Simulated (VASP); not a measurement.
Write the native input for VASP 6.6.1 that does the following.

```yaml
Task: single point
Functional: LDA
Potentials_or_basis: VASP PAW LDA potentials, release 64 (Cd, Te)
Cutoff: 500 eV
k_mesh: 10 × 10 × 10
Occupations: gaussian, width 0.02 eV
Spin: no spin polarisation
Dipole_correction: no
Further_INCAR_settings: ALGO = Normal; EDIFF = 1e-06; NBANDS = 16
```

The structure of CdTe (l) lies in POSCAR:

```
CdTe
1.0
    0.0000000000      3.2045940487      3.2045940487
    3.2045940487      0.0000000000      3.2045940487
    3.2045940487      3.2045940487      0.0000000000
Cd Te
1 1
Direct
    0.0000000000      0.0000000000      0.0000000000
    0.2500000000      0.2500000000      0.2500000000
```

The input as run:

INCAR

```
ALGO = Normal
EDIFF = 1E-6
ENCUT = 500
GGA = CA
GGA_COMPAT = F
ISIF = 2
ISMEAR = 0
LASPH = T
LCHARG = F
LREAL = F
LWAVE = F
NBANDS = 16
NELM = 120
PREC = Accurate
SIGMA = 0.02
```

KPOINTS

```
k-points
0
Gamma
  10 10 10
```

Potentials or basis: VASP PAW LDA potentials, release 64 (Cd, Te).

Run with:

```sh
$ cat potpaw_LDA.64/Cd/POTCAR potpaw_LDA.64/Te/POTCAR > POTCAR
$ mpirun -np 1 vasp_std > vasp.out
```

Results of the run:

```yaml
Pressure: 0.3 GPa
Band_gap_on_the_k_mesh: 0.66 eV, direct
```

Caveat: spin-orbit coupling is left out, which moves the levels of the heavy elements.

Wall time 69 s on 1 thread of Intel Xeon 8259CL, on a shared host, peak memory 0.2 GiB.
